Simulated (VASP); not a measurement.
A run of VASP 6.6.1 is set up as follows.

File INCAR:

```
ALGO     = Normal         # electronic algorithm
EDIFF    = 1E-7           # SCF threshold, eV
ENCUT    = 520            # plane-wave cutoff, eV
GGA      = PE             # functional
ISIF     = 2              # what is computed and relaxed
ISMEAR   = 0              # smearing method
ISPIN    = 2              # spin polarisation
LASPH    = T              # aspherical terms in the spheres
LCHARG   = F              # write CHGCAR
LMAXMIX  = 4              # l up to which the mixer works
LORBIT   = 11             # projections on sites
LREAL    = F              # projectors in reciprocal space
LWAVE    = F              # write WAVECAR
MAGMOM   = 0 0 0.5        # initial moments
NBANDS   = 20             # bands
NELM     = 150            # most SCF steps
NUPDOWN  = 0.5            # fixed moment
PREC     = Accurate       # precision mode
SIGMA    = 0.15           # smearing width, eV
```

The input KPOINTS:

```
k-points
0
Gamma
  14 14 14
```

POSCAR

```
Si2Ni
1.0
    0.0000000000      2.6675821510      2.6675821510
    2.6675821510      0.0000000000      2.6675821510
    2.6675821510      2.6675821510      0.0000000000
Si Ni
2 1
Direct
    0.2500000000      0.2500000000      0.2500000000
    0.7500000000      0.7500000000      0.7500000000
    0.0000000000      0.0000000000      0.0000000000
```

Potentials or basis: VASP PAW PBE potentials, release 64 (Si, Ni).

The run is started by

```console
$ cat potpaw_PBE.64/Si/POTCAR potpaw_PBE.64/Ni/POTCAR > POTCAR
$ mpirun -np 1 vasp_std > vasp.out
```

(1) Estimate the pressure.

## Answers

(1) 11.2 GPa.

Caveat: the total moment is fixed, so each spin has its own Fermi level.
